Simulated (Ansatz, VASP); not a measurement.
This is a calculation of CdTe for Ansatz 0.2.0.

input.yaml

```yaml
crystal:
  lattice:
    - [0.0, 3.205, 3.205]
    - [3.205, 0.0, 3.205]
    - [3.205, 3.205, 0.0]
  atoms:
    - { symbol: Te, position: [0.75, 0.75, 0.75] }
    - { symbol: Cd, position: [0.0, 0.0, 0.0] }
kpoints:
  mp_grid: { grid: [7, 7, 7] }
scf:
  occupations: { method: gaussian, width: 0.028 }
hamiltonian:
  xc: pbe
  pseudopotentials: { kind: all_electron, lapw: { basis_error: 0.001 } }
output:
  forces: true
  stress: true
  eigenvalues: true
```

Potentials or basis: all-electron LAPW, scalar-relativistic.

Launch:

```bash
$ ansatz run input.yaml --threads 1 --pin off --max-ram 3072MiB --backend cpu --events-out ev --progress --plain --runs-dir out
```

Translate it to VASP 6.6.1. Potentials there: VASP PAW PBE potentials, release 64 (Te, Cd).

As run (the cutoff follows the program's own potentials):

Contents of INCAR:

```
SYSTEM = CdTe
  ALGO = Normal
  EDIFF = 1E-6
  ENCUT = 520
  GGA = PE
  ISIF = 2
  ISMEAR = 0
  LASPH = .True.
  LCHARG = .True.
  LELF = .True.
  LREAL = .False.
  LVHAR = .True.
  LWAVE = .False.
  NBANDS = 16
  NELM = 100
  PREC = Accurate
  SIGMA = 0.028000000000000004
```

KPOINTS

```
k-points
0
Gamma
  7 7 7
  0 0 0
```

File POSCAR:

```
CdTe
1.0
    0.0000000000      3.2050000000      3.2050000000
    3.2050000000      0.0000000000      3.2050000000
    3.2050000000      3.2050000000      0.0000000000
Te Cd
1 1
Direct
    0.7500000000      0.7500000000      0.7500000000
    0.0000000000      0.0000000000      0.0000000000
```

Potentials or basis: VASP PAW PBE potentials, release 64 (Te, Cd).

Launch:

```console
$ cat potpaw_PBE.64/Te/POTCAR potpaw_PBE.64/Cd/POTCAR > POTCAR
$ mpirun -np 1 vasp_std > vasp.out
```

Both were run:

|  | VASP | Ansatz | Ansatz less VASP |
| --- | --- | --- | --- |
| gap on the k mesh at the Fermi level (eV) | 0.87 | 0.87 | -0.001 |
| least direct gap on the mesh (eV) | 0.87 | 0.87 | -0.001 |
| pressure (GPa) | 4.4 | 4.3 | -0.14 |

Ansatz ran all-electron here, and VASP with PAW potentials.

Spin-orbit coupling is off throughout.
